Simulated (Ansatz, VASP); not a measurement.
# BN: VASP beside Ansatz

Contents of POSCAR:

```
BN
1.0
    2.5439493142      0.0000000000      0.0000000000
   -1.2719746571      2.2031247321      0.0000000000
    0.0000000000      0.0000000000      3.9885895243
B N
2 2
Direct
    0.6666666667      0.3333333333     -0.0008170296
    0.3333333333      0.6666666667      0.4991829704
    0.6666666667      0.3333333333      0.3758170296
    0.3333333333      0.6666666667      0.8758170296
```

The input INCAR.step1:

```
PREC = Accurate ; ENCUT = 520
EDIFF = 1E-5 ; ISMEAR = 0
SIGMA = 0.01 ; LREAL = F
LASPH = T ; NELM = 80
ALGO = Normal ; ISIF = 2
LWAVE = T ; LCHARG = F
NBANDS = 16 ; GGA = PE
```

INCAR.step2

```
PREC = Accurate ; ENCUT = 520
EDIFF = 1E-6 ; ISMEAR = 0
SIGMA = 0.01 ; LREAL = F
LASPH = T ; NELM = 80
ALGO = Normal ; ISIF = 2
LWAVE = F ; LCHARG = F
GGA = PE ; LHFCALC = T
HFSCREEN = 0.2079 ; PRECFOCK = Normal
NBANDS = 16 ; ISTART = 1
```

Contents of KPOINTS:

```
regular mesh
0
Gamma
  9 9 4
```

Input for Ansatz:

```yaml
crystal:
  lattice:
    - [2.5439493142, 0.0, 0.0]
    - [-1.2719746571, 2.2031247321, 0.0]
    - [0.0, 0.0, 3.9885895243]
  atoms:
    - { symbol: B, position: [0.6666666667, 0.3333333333, -0.0008170296] }
    - { symbol: B, position: [0.3333333333, 0.6666666667, 0.4991829704] }
    - { symbol: "N", position: [0.6666666667, 0.3333333333, 0.3758170296] }
    - { symbol: "N", position: [0.3333333333, 0.6666666667, 0.8758170296] }
kpoints:
  mp_grid: { grid: [9, 9, 4] }
  band_path:
    path:
      - [0.0, 0.0, 0.0]
      - [0.5, 0.0, 0.0]
      - [0.3333333333, 0.3333333333, 0.0]
      - [0.0, 0.0, 0.5]
      - [0.5, 0.0, 0.5]
      - [0.3333333333, 0.3333333333, 0.5]
      - [0.1, 0.0, 0.0]
    npoints: 1
hamiltonian:
  xc: hse06
scf:
  occupations: { method: fixed }
  n_extra_bands: 5
output:
  forces: true
  stress: true
  eigenvalues: true
```

Change from the starting cell: uniaxial_z strain -5.2%.

Alike in both runs: task single point; functional HSE06; k mesh 9 × 9 × 4; no spin polarisation.

|  | VASP | Ansatz |
| --- | --- | --- |
| version | VASP 6.6.1 | Ansatz 0.2.0 |
| potentials or method | VASP PAW PBE potentials, release 64 (B, N) | plane waves, PAW |
| plane-wave cutoff (eV) | 520 | 420 |
| occupations | gaussian, width 0.01 eV | fixed |
| valence electrons in the cell | 16 | 16 |

```tsv
	VASP	Ansatz	Ansatz less VASP
gap on the k mesh at the Fermi level (eV)	6.75	6.77	+0.022
pressure (GPa)	20.8	20.1	-0.71
traceless stress, the component that is largest in VASP (GPa)	41.19	40.95	-0.241
rms of the force components (eV/Å)	0.042	0.037	-0.0044
```

Atom by atom the forces differ by 0.004 eV/Å (rms over components). Ansatz's warnings: stress exchange threshold loose, stress scf threshold loose.
